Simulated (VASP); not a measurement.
Set up this calculation in VASP 6.6.1, as the native input.

```
Task                   : single point
Functional             : PBEsol
Potentials or basis    : VASP PAW PBE potentials, release 64 (In_d, Se)
Cutoff                 : 520 eV
k mesh                 : 10 × 10 × 8
Occupations            : gaussian, width 0.02 eV
Spin                   : no spin polarisation
Dipole correction      : no
Further INCAR settings : ALGO = Normal; EDIFF = 1e-06; NBANDS = 27
```

The structure of InSe lies in POSCAR:

```
InSe
1.0
    5.9466148471     -2.0692639538      0.0175615608
    5.9466148471      2.0692639538      0.0175615608
   -1.6081140243      0.0000000000      4.1991654087
In Se
2 2
Direct
    0.8848552884      0.8848552884      0.0193391515
    0.1151447116      0.1151447116      0.9806608485
    0.6529405870      0.6529405870      0.6335435797
    0.3470594130      0.3470594130      0.3664564203
```

One way to write it, as run:

INCAR

```
SYSTEM = InSe
ALGO = Normal
EDIFF = 1E-6
ENCUT = 520
GGA = PS
ISIF = 2
ISMEAR = 0
LASPH = .TRUE.
LCHARG = .FALSE.
LREAL = .FALSE.
LWAVE = .FALSE.
NBANDS = 27
NELM = 100
PREC = Accurate
SIGMA = 0.02
```

KPOINTS

```
k-points
0
G
  10 10 8
  0 0 0
```

Potentials or basis: VASP PAW PBE potentials, release 64 (In_d, Se).

Launch:

```console
$ cat potpaw_PBE.64/In_d/POTCAR potpaw_PBE.64/Se/POTCAR > POTCAR
$ mpirun -np 1 vasp_std > vasp.out
```

It gave:

* Pressure: -0.8 GPa
* Largest force: 0.107 eV/Å
* Band gap on the k mesh: 0.50 eV (least direct gap 0.92 eV)

Caveat: semilocal functionals underestimate gaps, and a narrow one can read as zero; the PAW data sets were made with another functional, which shifts forces and pressure a little; spin-orbit coupling is left out, which moves the levels of the heavy elements.

Run time: 21 min on 1 thread of Intel Xeon 8259CL, on a shared host, peak memory 0.68 GiB.
